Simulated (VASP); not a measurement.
Write the native input for VASP 6.6.1 that does the following.

* Task: single point
* Functional: B3LYP
* Potentials or basis: VASP PAW PBE potentials, release 64 (Zn)
* Cutoff: 520 eV
* k mesh: 6 × 6 × 6
* Occupations: fermi-dirac, width 0.05 eV
* Spin: no spin polarisation
* Dipole correction: no
* Grid for exact exchange (PRECFOCK): Normal
* Further INCAR settings: ALGO = Normal; EDIFF = 1e-06; NBANDS = 12
* Share of exact exchange: 0.2

The system is Zn.

```xyz
1
Lattice="-1.7083 1.8568 1.8620 1.5926 -1.5411 1.4266 1.5923 1.4305 -1.5375" Properties=species:S:1:pos:R:3 pbc="T T T"
Zn    0.0000    0.0000    0.0000
```

The input as run:

POSCAR

```
Zn
1.0
   -1.7082517688      1.8568144036      1.8620295655
    1.5925866900     -1.5411361419      1.4265502029
    1.5922696959      1.4305155585     -1.5375200142
Zn
1
Direct
    0.0000000000      0.0000000000      0.0000000000
```

INCAR.step1

```
SYSTEM = Zn
PREC = Accurate
ENCUT = 520
EDIFF = 1E-5
ISMEAR = -1
SIGMA = 0.05
LREAL = .FALSE.
LASPH = .TRUE.
NELM = 100
ALGO = Normal
ISIF = 2
LWAVE = .TRUE.
NBANDS = 12
GGA = PE
```

INCAR.step2

```
SYSTEM = Zn
PREC = Accurate
ENCUT = 520
EDIFF = 1E-6
ISMEAR = -1
SIGMA = 0.05
LREAL = .FALSE.
LASPH = .TRUE.
NELM = 100
ALGO = Normal
ISIF = 2
LWAVE = .FALSE.
LCHARG = .TRUE.
GGA = B3
LHFCALC = .TRUE.
AEXX = 0.2
AGGAX = 0.72
AGGAC = 0.81
ALDAC = 0.19
PRECFOCK = Normal
LELF = .TRUE.
LVHAR = .TRUE.
NBANDS = 12
ISTART = 1
```

KPOINTS

```
Automatic mesh
0
G
  6 6 6
  0 0 0
```

Potentials or basis: VASP PAW PBE potentials, release 64 (Zn).

Launch:

```sh
$ cat potpaw_PBE.64/Zn/POTCAR > POTCAR
$ cp INCAR.step1 INCAR
$ mpirun -np 1 vasp_std > vasp.out
$ cp INCAR.step2 INCAR
$ mpirun -np 1 vasp_std > vasp.out
```

It gave:

- Pressure: -0.1 GPa
- Band gap on the k mesh: zero (bands 6 and 7 overlap by 7.42 eV)

Caveat: the k points lie up to 0.45 Å⁻¹ apart, too coarse for converged energies and pressures of a metal; the PAW data sets were made with another functional, which shifts forces and pressure a little.

Wall time 81 min on 1 thread of Oxide Virtual Turin-like Processor, with other jobs on the host, peak memory 0.12 GiB.
